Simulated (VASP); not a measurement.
# C (Fd-3m) in VASP: single point with PBE

Aim: the single point of C with PBE.

All numbers are computed with VASP 6.6.1; they aren't measurements. Logs are shortened: lines on timing, memory, paths and dates and some standing lists are left out, and cuts for length are marked.

### 1 The cell of the first run

Symmetry: Fd-3m, No. 227, cubic system. Conventional cell: a = 3.572 Å, b = 3.572 Å, c = 3.572 Å, α = 90.00°, β = 90.00°, γ = 90.00°. Within 2.1 Å of C (site symmetry -43m) lie 4 C at 1.55 Å.

### 2 Single point, PBE

The input, INCAR:

```
SYSTEM = C
ALGO = Normal ; EDIFF = 1E-6
ENCUT = 600 ; GGA = PE
GGA_COMPAT = .FALSE. ; ISIF = 2
ISMEAR = 0 ; LASPH = .TRUE.
LCHARG = .FALSE. ; LREAL = .FALSE.
LWAVE = .FALSE. ; NBANDS = 11
NELM = 120 ; PREC = Accurate
SIGMA = 0.02
```

The input, KPOINTS:

```
k-points
0
G
  12 12 12
  0 0 0
```

The input, POSCAR:

```
C
1.0
    0.0000000000      1.7857874743      1.7857874743
    1.7857874743      0.0000000000      1.7857874743
    1.7857874743      1.7857874743      0.0000000000
C
2
Direct
    0.0000000000      0.0000000000      0.0000000000
    0.2500000000      0.2500000000      0.2500000000
```

Potentials or basis: VASP PAW PBE potentials, release 64 (C).

Started as:

```sh
> cat potpaw_PBE.64/C/POTCAR > POTCAR
> mpirun -np 1 vasp_std > vasp.out
```

OUTCAR:

```text
SYSTEM = C
   EDIFF = 1E-6
   ENCUT = 600
   GGA = PE
   ISIF = 2
   ISMEAR = 0
   LASPH = .TRUE.
   LREAL = .FALSE.
   NELM = 120
   PREC = Accurate

 ion  position               nearest neighbor table
   1  0.000  0.000  0.000-   2 1.55   2 1.55   2 1.55   2 1.55
   2  0.250  0.250  0.250-   1 1.55   1 1.55   1 1.55   1 1.55

  LATTYP: Found a face centered cubic cell.
 ALAT       =     3.5715749486

  Lattice vectors:

 A1 = (   0.0000000000,   1.7857874743,   1.7857874743)
 A2 = (   1.7857874743,   0.0000000000,   1.7857874743)
 A3 = (   1.7857874743,   1.7857874743,   0.0000000000)

Analysis of symmetry for initial positions (statically):
=====================================================================
 Subroutine PRICEL returns:
 Original cell was already a primitive cell.

 Routine SETGRP: Setting up the symmetry group for a
 face centered cubic supercell.

 Subroutine GETGRP returns: Found 48 space group operations
 (whereof 24 operations were pure point group operations)
 out of a pool of 48 trial point group operations.

The static configuration has the point symmetry T_d .
 The point group associated with its full space group is O_h .

Analysis of symmetry for dynamics (positions and initial velocities):
=====================================================================
 Subroutine PRICEL returns:
 Original cell was already a primitive cell.

 Routine SETGRP: Setting up the symmetry group for a
 face centered cubic supercell.

 Subroutine GETGRP returns: Found 48 space group operations
 (whereof 24 operations were pure point group operations)
 out of a pool of 48 trial point group operations.

The dynamic configuration has the point symmetry T_d .
 The point group associated with its full space group is O_h .

 Subroutine INISYM returns: Found 48 space group operations
 (whereof 24 operations are pure point group operations),
 and found     1 'primitive' translations

----------------------------------------------------------------------------------------

                                     Primitive cell

  volume of cell :      11.3899

  direct lattice vectors                    reciprocal lattice vectors
     0.000000000  1.785787474  1.785787474    -0.279988525  0.279988525  0.279988525
     1.785787474  0.000000000  1.785787474     0.279988525 -0.279988525  0.279988525
     1.785787474  1.785787474  0.000000000     0.279988525  0.279988525 -0.279988525

  length of vectors
[... 84 lines left out ...]
   EDIFFG = 0.1E-04   stopping-criterion for IOM
   NSW    =      0    number of steps for IOM
   IBRION =     -1    ionic relax: 0-MD 1-quasi-New 2-CG
   NFREE  =      0    steps in history (QN), initial steepest desc. (CG)
   ISIF   =      2    stress and relaxation
   ISYM   =      2    0-nonsym 1-usesym 2-fastsym
   POTIM  = 0.5000    time-step for ionic-motion
   TEBEG  =    0.0;   TEEND  =   0.0 temperature during run
   PSTRESS=    0.0 pullay stress
   NELECT =       8.0000    total number of electrons
   NUPDOWN=      -1.0000    fix difference up-down
   EMIN   =  10.00;   EMAX   =-10.00  energy-range for DOS
   EFERMI =   0.00;   METHOD = LEGACY
   ISMEAR =     0;   SIGMA  =   0.02  broadening in eV -4-tet -1-fermi 0-gaus
   EFERMI_NEDOS =   21; number of points for ismear=-14 and -15
   IALGO  =     38    algorithm
   IMIX   =      4    mixing-type and parameters
     AMIX     =   0.40;   BMIX     =  1.00
     AMIX_MAG =   1.60;   BMIX_MAG =  1.00
  volume/ion in A,a.u.               =       5.69        38.43
  Fermi-wavevector in a.u.,A,eV,Ry     =   1.455230  2.749986 28.812992  2.117695
  Thomas-Fermi vector in A             =   2.572289
   LORBIT       =      0    0 simple, 1 ext, 2 COOP (PROOUT), +10 PAW based schemes
   GGA     = PE    functional components
   LHFCALC =     F    Hartree Fock is set to
   AEXX    =    0.0000 exact exchange contribution
   IVDW    =     0    specifies the selected vdW correction
   LEPSILON=     F    determine dielectric tensor
   LRPA    =     F    only Hartree local field effects (RPA)
 non-spin polarized calculation
 Gauss-broadening in eV      SIGMA  =   0.02
  energy-cutoff  :      600.00
  volume of cell :       11.39
 maximum number of plane-waves:       392
   NGX =  9   NGY =  9   NGZ =  9

 number of electron       7.9999999 magnetization

 Free energy of the ion-electron system (eV)
  ---------------------------------------------------
  ext. energy  EPLUGINS =         0.00000000
  ---------------------------------------------------
  free energy    TOTEN  =       -18.19049245 eV

  energy without entropy =      -18.19049245  energy(sigma->0) =      -18.19049245

 E-fermi :   9.7730     XC(G=0): -13.2303

 val. band max:        9.6698101975   @ k =   0.0000   0.0000   0.0000
 cond. band min:      13.8140658514   @ k =   0.3333   0.3333   0.0000
 fundamental gap:      4.1442556539
 Fermi energy:         9.7730013101

 k-point     1 :       0.0000    0.0000    0.0000
  band No.  band energies     occupation
      1     -11.7521      2.00000
      2       9.6698      2.00000
      3       9.6698      2.00000
      4       9.6698      2.00000
      5      15.2489      0.00000
      6      15.2489      0.00000
      7      15.2489      0.00000
      8      22.9081      0.00000
      9      28.9129      0.00000
     10      36.1614      0.00000
     11      36.1614      0.00000
[... 309 lines left out ...]
 k-point    24 :      -0.4167    0.1667    0.0000
  band No.  band energies     occupation
      1      -5.5928      2.00000
      2      -2.8186      2.00000
      3       4.2128      2.00000
      4       6.0962      2.00000
      5      17.1887      0.00000
      6      19.8735      0.00000
      7      20.8219      0.00000
      8      25.0591      0.00000
      9      29.0681      0.00000
     10      33.8109      0.00000
     11      34.1590      0.00000

 [... further k-points ...]
[... 5 lines left out ...]
  --------------------------------------------------------------------------------------
  -------------------------------------------------------------------------------------
  Total       -0.0002852     -0.0002852     -0.0002852      0.0000000      0.0000000     -0.0000000
  in kB       -0.0401204     -0.0401204     -0.0401204      0.0000000      0.0000000     -0.0000000
  external PRESSURE =      -0.0401204 kB  Pullay stress =       0.0000000 kB

 VOLUME and BASIS-vectors are now :
 -----------------------------------------------------------------------------
  energy-cutoff  :      600.00
  volume of cell :       11.39
      direct lattice vectors                 reciprocal lattice vectors
     0.000000000  1.785787474  1.785787474    -0.279988525  0.279988525  0.279988525
     1.785787474  0.000000000  1.785787474     0.279988525 -0.279988525  0.279988525
     1.785787474  1.785787474  0.000000000     0.279988525  0.279988525 -0.279988525

 POSITION                                       TOTAL-FORCE (eV/Angst)
 -----------------------------------------------------------------------------------
      0.00000      0.00000      0.00000         0.000000      0.000000      0.000000
      0.89289      0.89289      0.89289        -0.000000     -0.000000     -0.000000
 -----------------------------------------------------------------------------------
    total drift:                                0.000000      0.000000      0.000000

  FREE ENERGIE OF THE ION-ELECTRON SYSTEM (eV)
  ---------------------------------------------------
  free  energy   TOTEN  =       -18.1904924538 eV

  energy  without entropy=      -18.1904924538  energy(sigma->0) =      -18.19049245
```

Wall time 8.3 s (1 thread of Intel Xeon Platinum 8488C (Sapphire Rapids), shared host); peak memory 0.12 GiB.

Results:

| Quantity | Value |
| --- | --- |
| Free energy | -18.1905 eV |
| Pressure | 0.0 GPa |
| Band gap on the k mesh | 4.14 eV, indirect (least direct gap 5.58 eV) |

A k mesh can miss the band edges.
